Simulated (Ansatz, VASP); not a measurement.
**One calculation of Bi, two programs**

File INCAR:

```
SYSTEM = Bi
  PREC = Accurate
  ENCUT = 520
  EDIFF = 1E-7
  ISMEAR = 1
  SIGMA = 0.1
  LREAL = .False.
  LASPH = .True.
  NELM = 80
  ALGO = Normal
  ISIF = 2
  LWAVE = .False.
  LCHARG = .False.
  NBANDS = 14
```

The input KPOINTS:

```
regular mesh
0
Gamma
  6 6 6
  0 0 0
```

The input POSCAR:

```
Bi
1.0
   -4.2574820000      4.2574820000      1.4305640000
    4.2574820000     -4.2574820000      1.4305640000
    4.2574820000      4.2574820000     -1.4305640000
Bi
1
Direct
    0.0000000000      0.0000000000      0.0000000000
```

Input for Ansatz:

```yaml
crystal:
  lattice:
    - [-4.257482, 4.257482, 1.430564]
    - [4.257482, -4.257482, 1.430564]
    - [4.257482, 4.257482, -1.430564]
  atoms:
    - { symbol: Bi, position: [0.0, 0.0, 0.0] }
kpoints:
  mp_grid:
    grid: [6, 6, 6]
hamiltonian:
  xc: lda
scf:
  occupations:
    method: cold
    width: 0.1
output:
  forces: true
  stress: true
```

Alike in both runs: task single point; functional LDA; k mesh 6 × 6 × 6; no spin polarisation.

|  | VASP | Ansatz |
| --- | --- | --- |
| version | VASP 6.6.1 | Ansatz 0.2.0 |
| potentials or method | VASP PAW LDA potentials, release 64 (Bi_d) | plane waves, PAW |
| plane-wave cutoff (eV) | 520 | 420 |
| occupations | methfessel-paxton of order 1, width 0.1 eV | cold, width 0.1 eV |
| valence electrons in the cell | 15 | 15 |

|  | VASP | Ansatz | Ansatz less VASP |
| --- | --- | --- | --- |
| pressure (GPa) | 0.6 | 0.6 | -0.02 |
| traceless stress, the component that is largest in VASP (GPa) | 1.49 | 1.39 | -0.101 |

LDA's correlation is that of Perdew and Zunger in VASP and of Perdew and Wang (1992) in Ansatz.

The k mesh is coarse, so the values compare programs but aren't converged. Spin-orbit coupling is off throughout.
